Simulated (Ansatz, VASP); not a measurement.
**Two plane-wave programs on Ti2C**

```xyz
12
Lattice="0.0000 4.3125 4.3125 4.3125 0.0000 4.3125 4.3125 4.3125 0.0000" Properties=species:S:1:pos:R:3 pbc="T T T"
Ti    3.2867    5.3383    5.3383
Ti    3.2867    3.2867    3.2867
Ti    5.3383    5.3383    3.2867
Ti    5.4429    7.4946    5.4429
Ti    7.4946    7.4946    7.4946
Ti    7.4946    5.4429    5.4429
Ti    5.4429    5.4429    7.4946
Ti    5.3383    3.2867    5.3383
C     5.3906    5.3906    5.3906
C     5.3906    3.2344    3.2344
C     3.2344    3.2344    5.3906
C     3.2344    5.3906    3.2344
```

Alike in both runs: task single point; functional r2SCAN; k mesh 4 × 4 × 4; occupations gaussian, width 0.1 eV; no spin polarisation.

|  | VASP | Ansatz |
| --- | --- | --- |
| version | VASP 6.6.1 | Ansatz 0.2.0 |
| potentials or method | VASP PAW PBE potentials, release 64 (Ti_sv, C), cutoff 660 eV | scalar-relativistic, plane waves, PAW |
| valence electrons in the cell | 112 | 112 |

|  | VASP | Ansatz | Ansatz less VASP |
| --- | --- | --- | --- |
| gap on the k mesh at the Fermi level (eV) | none | none | - |
| pressure (GPa) | 0.0 | -0.6 | -0.62 |
| rms of the force components (eV/Å) | 0.006 | 0.049 | +0.0432 |

VASP's potentials were made for PBE, not for r2SCAN. Atom by atom the forces differ by 0.043 eV/Å (rms over components). A gap of «none» marks a metal or a gap that the smearing closes.
